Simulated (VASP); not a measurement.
Runs of VASP 6.6.1 on InAs. The structure is that of space group I-4m2 (No. 119), or close to it. The cells are those of the table. 

```csv
cell,gap on the mesh (eV),pressure (GPa)
"a = 4.290, b = 4.290, c = 3.934 Å, angles 62.7, 62.7, 54.6°, 2 atoms",none,7.3
"a = 4.109, b = 4.109, c = 4.277 Å, angles 58.6, 58.6, 62.7°, 2 atoms",0.14,7.2
"a = 4.290, b = 4.290, c = 4.619 Å, angles 57.4, 57.4, 65.1°, 2 atoms",0.16,(a)
"a = 4.451, b = 4.451, c = 4.619 Å, angles 58.7, 58.7, 62.5°, 2 atoms",-,-5.4
"a = 4.451, b = 4.451, c = 4.277 Å, angles 61.3, 61.3, 57.4°, 2 atoms",none,(b)
```

Alike in all rows: task single point; level PBEsol; potentials or basis VASP PAW PBE potentials, release 64 (In_d, As); no spin polarisation; k mesh 14 × 14 × 14; cutoff (eV) 520; smearing gaussian 0.15 eV.

Problem. Fill in the values left out.

Solution. (a) -2.9; (b) -2.8.

Caveats: the PAW data sets were made with another functional, which shifts forces and pressure a little; spin-orbit coupling is left out, which moves the levels of the heavy elements.

A k mesh can miss the band edges, and the runs leave out spin-orbit coupling on As, In.

A gap of «none» marks levels without a gap at the run's occupations.
